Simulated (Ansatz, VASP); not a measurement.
**GaP in VASP and in Ansatz**

```xyz
2
Lattice="0.0000 2.7525 2.7252 2.7252 0.0000 2.7252 2.7252 2.7525 0.0000" Properties=species:S:1:pos:R:3 pbc="T T T"
Ga    0.0000    0.0000    0.0000
P     4.0879    4.1288    4.0879
```

Change from the starting cell: strain +0.0100 x Voigt [0, 1, 0, 0, 0, 0], atoms carried along.

Alike in both runs: task single point; functional PBE; k mesh 8 × 8 × 8; occupations gaussian, width 0.05 eV; no spin polarisation.

|  | VASP | Ansatz |
| --- | --- | --- |
| version | VASP 6.6.1 | Ansatz 0.2.0 |
| potentials or method | VASP PAW PBE potentials, release 64 (Ga_d, P), cutoff 520 eV | scalar-relativistic, plane waves, PAW |
| valence electrons in the cell | 18 | 18 |

Ansatz gave:

- gap on the k mesh at the Fermi level (eV): 1.61
- least direct gap on the mesh (eV): 1.73
- pressure (GPa): 1.6
- traceless stress, the component that is largest in VASP (GPa): -0.49

**Question.** What did VASP give for the same quantities?

**Answer.** gap on the k mesh at the Fermi level (eV): 1.61; least direct gap on the mesh (eV): 1.72; pressure (GPa): 1.6; traceless stress, the component that is largest in VASP (GPa): -0.50.
